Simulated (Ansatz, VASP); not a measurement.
# BaTiO3 in VASP and in Ansatz

INCAR

```
ALGO     = Normal         # electronic algorithm
EDIFF    = 1E-6           # SCF threshold, eV
EDIFFG   = -0.02          # ionic threshold
ENCUT    = 520            # plane-wave cutoff, eV
GGA      = PE             # functional
IBRION   = 2              # ionic algorithm
ISIF     = 2              # what is computed and relaxed
ISMEAR   = -1             # smearing method
LASPH    = True           # aspherical terms in the spheres
LCHARG   = False          # write CHGCAR
LREAL    = False          # projectors in reciprocal space
LWAVE    = False          # write WAVECAR
NELM     = 80             # most SCF steps
NSW      = 80             # ionic steps
PREC     = Accurate       # precision mode
SIGMA    = 0.02           # smearing width, eV
```

Contents of KPOINTS:

```
k-points
0
Gamma
  8 8 8
```

Contents of POSCAR:

```
BaTiO3
1.0
    4.0524349834      0.0000000000      0.0000000000
    0.0000000000      4.0524349834      0.0000000000
    0.0000000000      0.0000000000      4.0708744846
Ba Ti O
1 1 3
Direct
    0.0000000000      0.0000000000     -0.0029689668
    0.5000000000      0.5000000000      0.4826505826
    0.5000000000      0.5000000000      0.0222697536
    0.5000000000      0.0000000000      0.5130243154
    0.0000000000      0.5000000000      0.5130243154
```

Input for Ansatz:

```yaml
crystal:
  lattice:
    - [4.0524349834, 0.0, 0.0]
    - [0.0, 4.0524349834, 0.0]
    - [0.0, 0.0, 4.0708744846]
  atoms:
    - { symbol: Ba, position: [0.0, 0.0, -0.0029689668] }
    - { symbol: Ti, position: [0.5, 0.5, 0.4826505826] }
    - { symbol: O, position: [0.5, 0.5, 0.0222697536] }
    - { symbol: O, position: [0.5, 0.0, 0.5130243154] }
    - { symbol: O, position: [0.0, 0.5, 0.5130243154] }
kpoints:
  mp_grid: { grid: [8, 8, 8] }
scf:
  occupations: { method: fermi_dirac, width: 0.02 }
hamiltonian:
  xc: pbe
  pseudopotentials: { kind: paw }
output:
  forces: true
  stress: true
  populations: true
  efg:
    quadrupole_moments_barn: { Ba: 0.236, Ti: 0.247, O: -0.02558 }
    contact_densities: true
relax:
  f_tol: 0.02
  max_steps: 60
```

Change from the starting cell: volume scaled by 1.04, ions relaxed.

Alike in both runs: task relaxation of the atoms; functional PBE; k mesh 8 × 8 × 8; occupations fermi-dirac, width 0.02 eV; no spin polarisation.

|  | VASP | Ansatz |
| --- | --- | --- |
| version | VASP 6.6.1 | Ansatz 0.2.0 |
| potentials or method | VASP PAW PBE potentials, release 64 (Ba_sv, Ti_sv, O) | plane-wave PAW, scalar-relativistic |
| plane-wave cutoff (eV) | 520 | 420 |
| valence electrons in the cell | 40 | 40 |

|  | VASP | Ansatz | Ansatz less VASP |
| --- | --- | --- | --- |
| gap on the k mesh at the Fermi level, each at its own relaxed structure (eV) | 1.73 | 1.81 | +0.072 |

Ansatz's warnings: stress scf threshold loose.

Neither program's run includes spin-orbit coupling.
